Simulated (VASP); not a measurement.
# Pb (P6_3/mmc) in VASP: notebook, part 2 of 2

VASP 6.6.1.

## 3. Electric field gradients, PBEsol (27.55 Å³/atom)

INCAR

```
PREC = Accurate
ENCUT = 520
EDIFF = 1E-8
ISMEAR = -1
SIGMA = 0.08
LREAL = False
LASPH = True
NELM = 100
ALGO = Normal
ISIF = 2
LWAVE = False
LCHARG = False
GGA = PS
LEFG = True
NBANDS = 21
```

KPOINTS

```
regular mesh
0
Gamma
  14 14 8
```

POSCAR

```
Pb
1.0
    3.4089603348      0.0000000000      0.0000000000
   -1.7044801674      2.9522462504      0.0000000000
    0.0000000000      0.0000000000      5.4758863477
Pb
2
Direct
    0.3333333333      0.6666666667      0.2500000000
    0.6666666667      0.3333333333      0.7500000000
```

Potentials or basis: VASP PAW PBE potentials, release 64 (Pb_d).

Launch:

```sh
cat potpaw_PBE.64/Pb_d/POTCAR > POTCAR
mpirun -np 1 vasp_std > vasp.out
```

OUTCAR:

```text
PREC = Accurate
   ENCUT = 520
   EDIFF = 1E-8
   ISMEAR = -1
   LREAL = False
   LASPH = True
   NELM = 100
   ISIF = 2
   GGA = PS

 ion  position               nearest neighbor table
   1  0.333  0.667  0.250-   2 3.37   2 3.37   2 3.37   2 3.37   2 3.37   2 3.37
   2  0.667  0.333  0.750-   1 3.37   1 3.37   1 3.37   1 3.37   1 3.37   1 3.37

  LATTYP: Found a hexagonal cell.
 ALAT       =     3.4089603348
 C/A-ratio  =     1.6063215203

  Lattice vectors:

 A1 = (   3.4089603348,   0.0000000000,   0.0000000000)
 A2 = (  -1.7044801674,   2.9522462504,   0.0000000000)
 A3 = (   0.0000000000,   0.0000000000,   5.4758863477)

Analysis of symmetry for initial positions (statically):
=====================================================================
 Subroutine PRICEL returns:
 Original cell was already a primitive cell.

 Routine SETGRP: Setting up the symmetry group for a
 hexagonal supercell.

 Subroutine GETGRP returns: Found 24 space group operations
 (whereof 12 operations were pure point group operations)
 out of a pool of 24 trial point group operations.

The static configuration has the point symmetry D_3d.
 The point group associated with its full space group is D_6h.

Analysis of symmetry for dynamics (positions and initial velocities):
=====================================================================
 Subroutine PRICEL returns:
 Original cell was already a primitive cell.

 Routine SETGRP: Setting up the symmetry group for a
 hexagonal supercell.

 Subroutine GETGRP returns: Found 24 space group operations
 (whereof 12 operations were pure point group operations)
 out of a pool of 24 trial point group operations.

The dynamic configuration has the point symmetry D_3d.
 The point group associated with its full space group is D_6h.

 Subroutine INISYM returns: Found 24 space group operations
 (whereof 12 operations are pure point group operations),
 and found     1 'primitive' translations

----------------------------------------------------------------------------------------

                                     Primitive cell

  volume of cell :      55.1098

  direct lattice vectors                    reciprocal lattice vectors
     3.408960335  0.000000000  0.000000000     0.293344569  0.169362566  0.000000000
    -1.704480167  2.952246250  0.000000000     0.000000000  0.338725132  0.000000000
     0.000000000  0.000000000  5.475886348     0.000000000  0.000000000  0.182618838

  length of vectors
     3.408960335  3.408960335  5.475886348     0.338725132  0.338725132  0.182618838

  position of ions in fractional coordinates (direct lattice)
     0.333333333  0.666666667  0.250000000
     0.666666667  0.333333333  0.750000000

  ion indices of the primitive-cell ions
   primitive index   ion index
                 1           1
                 2           2

----------------------------------------------------------------------------------------

[... 68 lines left out ...]
   NELM   =    100;   NELMIN=  2; NELMDL= -5     # of ELM steps
   EDIFF  = 0.1E-07   stopping-criterion for ELM
   LREAL  =      F    real-space projection
   EDIFFG = 0.1E-06   stopping-criterion for IOM
   NSW    =      0    number of steps for IOM
   IBRION =     -1    ionic relax: 0-MD 1-quasi-New 2-CG
   NFREE  =      0    steps in history (QN), initial steepest desc. (CG)
   ISIF   =      2    stress and relaxation
   ISYM   =      2    0-nonsym 1-usesym 2-fastsym
   POTIM  = 0.5000    time-step for ionic-motion
   TEBEG  =    0.0;   TEEND  =   0.0 temperature during run
   PSTRESS=    0.0 pullay stress
   NELECT =      28.0000    total number of electrons
   NUPDOWN=      -1.0000    fix difference up-down
   EMIN   =  10.00;   EMAX   =-10.00  energy-range for DOS
   EFERMI =   0.00;   METHOD = LEGACY
   ISMEAR =    -1;   SIGMA  =   0.08  broadening in eV -4-tet -1-fermi 0-gaus
   EFERMI_NEDOS =   21; number of points for ismear=-14 and -15
   IALGO  =     38    algorithm
   IMIX   =      4    mixing-type and parameters
     AMIX     =   0.40;   BMIX     =  1.00
     AMIX_MAG =   1.60;   BMIX_MAG =  1.00
  volume/ion in A,a.u.               =      27.55       185.95
  Fermi-wavevector in a.u.,A,eV,Ry     =   1.306325  2.468596 23.218133  1.706485
  Thomas-Fermi vector in A             =   2.437134
   LORBIT       =      0    0 simple, 1 ext, 2 COOP (PROOUT), +10 PAW based schemes
   GGA     = PS    functional components
   LHFCALC =     F    Hartree Fock is set to
   AEXX    =    0.0000 exact exchange contribution
   IVDW    =     0    specifies the selected vdW correction
   LEPSILON=     F    determine dielectric tensor
   LRPA    =     F    only Hartree local field effects (RPA)
 non-spin polarized calculation
  energy-cutoff  :      520.00
  volume of cell :       55.11
 maximum number of plane-waves:      1508
 NGX is ok and might be reduce to    28
   NGX = 13   NGY = 13   NGZ = 21

 number of electron      27.9999996 magnetization

 Free energy of the ion-electron system (eV)
  ---------------------------------------------------
  ext. energy  EPLUGINS =         0.00000000
  ---------------------------------------------------
  free energy    TOTEN  =        -7.91625483 eV

  energy without entropy =       -7.89347364  energy(sigma->0) =       -7.90486424

 E-fermi :   8.1812     XC(G=0): -10.8117

 val. band max:        8.1610120857   @ k =   0.2143   0.0714   0.1250
 cond. band min:       8.1910118403   @ k =   0.2143   0.1429   0.3750
 fundamental gap:      0.0299997546
 Fermi energy:         8.1812201078

 k-point     1 :       0.0000    0.0000    0.0000
  band No.  band energies     occupation
      1      -8.9181      2.00000
      2      -8.8444      2.00000
      3      -8.8301      2.00000
      4      -8.8301      2.00000
      5      -8.7988      2.00000
      6      -8.7988      2.00000
[... 565 lines left out ...]
     20      21.0379      0.00000
     21      23.0384      0.00000

 [... further k-points ...]
[... 5 lines left out ...]
  --------------------------------------------------------------------------------------
  -------------------------------------------------------------------------------------
  Total        1.3031982      1.3031982      2.1548870     -0.0000000      0.0000000     -0.0000000
  in kB       37.8871644     37.8871644     62.6478446     -0.0000000      0.0000000     -0.0000000
  external PRESSURE =      46.1407245 kB  Pullay stress =       0.0000000 kB

 VOLUME and BASIS-vectors are now :
 -----------------------------------------------------------------------------
  energy-cutoff  :      520.00
  volume of cell :       55.11
      direct lattice vectors                 reciprocal lattice vectors
     3.408960335  0.000000000  0.000000000     0.293344569  0.169362566  0.000000000
    -1.704480167  2.952246250  0.000000000     0.000000000  0.338725132  0.000000000
     0.000000000  0.000000000  5.475886348     0.000000000  0.000000000  0.182618838

 POSITION                                       TOTAL-FORCE (eV/Angst)
 -----------------------------------------------------------------------------------
     -0.00000      1.96816      1.36897         0.000000     -0.000000      0.000000
      1.70448      0.98408      4.10691        -0.000000      0.000000      0.000000
 -----------------------------------------------------------------------------------
    total drift:                               -0.000000      0.000000      0.000000

  FREE ENERGIE OF THE ION-ELECTRON SYSTEM (eV)
  ---------------------------------------------------
  free  energy   TOTEN  =        -7.9162548349 eV

  energy  without entropy=       -7.8934736434  energy(sigma->0) =       -7.90486424

 Electric field gradients (V/A^2)
---------------------------------------------------------------------
 ion       V_xx      V_yy      V_zz      V_xy      V_xz      V_yz
---------------------------------------------------------------------
   1      29.923    29.922   -59.845    -0.001     0.000    -0.000
   2      29.923    29.922   -59.845    -0.001    -0.000     0.000
---------------------------------------------------------------------

 Electric field gradients after diagonalization (V/A^2)
 (convention: |V_zz| > |V_xx| > |V_yy|)
----------------------------------------------------------------------
 ion       V_xx      V_yy      V_zz     asymmetry (V_yy - V_xx)/ V_zz
----------------------------------------------------------------------
   1      29.924    29.921   -59.845       0.000
   2      29.924    29.921   -59.845       0.000
----------------------------------------------------------------------

           NMR quadrupolar parameters

 Cq : quadrupolar parameter    Cq=e*Q*V_zz/h
 eta: asymmetry parameters     (V_yy - V_xx)/ V_zz
 Q  : nuclear electric quadrupole moment in mb (millibarn)
----------------------------------------------------------------------
 ion       Cq(MHz)       eta       Q (mb)
----------------------------------------------------------------------
   1      -0.145       0.000       1.000
   2      -0.145       0.000       1.000
----------------------------------------------------------------------
```

Wall time 1.9 min (1 thread of Intel Xeon Platinum 8488C (Sapphire Rapids), shared host); peak memory 0.24 GiB.

What came out:

| Item | Value |
| --- | --- |
| Free energy | -7.9163 eV |
| Pressure | 4.6 GPa |
| Band gap on the k mesh | zero (bands 14 and 15 overlap by 7.94 eV) |
| Largest electric field gradient by atom | Pb -59.8 V/Å² |

Electric field gradients, principal values (V/Å²):
```csv
atom,least,middle,greatest (by size)
1 Pb,29.921,29.924,-59.845
2 Pb,29.921,29.924,-59.845
```

Caveat: the cell stands under pressure; without QUAD_EFG the Cq values of the log hold for a quadrupole moment of 1 mb, not for the nuclei; the PAW data sets were made with another functional, which shifts forces and pressure a little; spin-orbit coupling is left out, which moves the levels of the heavy elements.
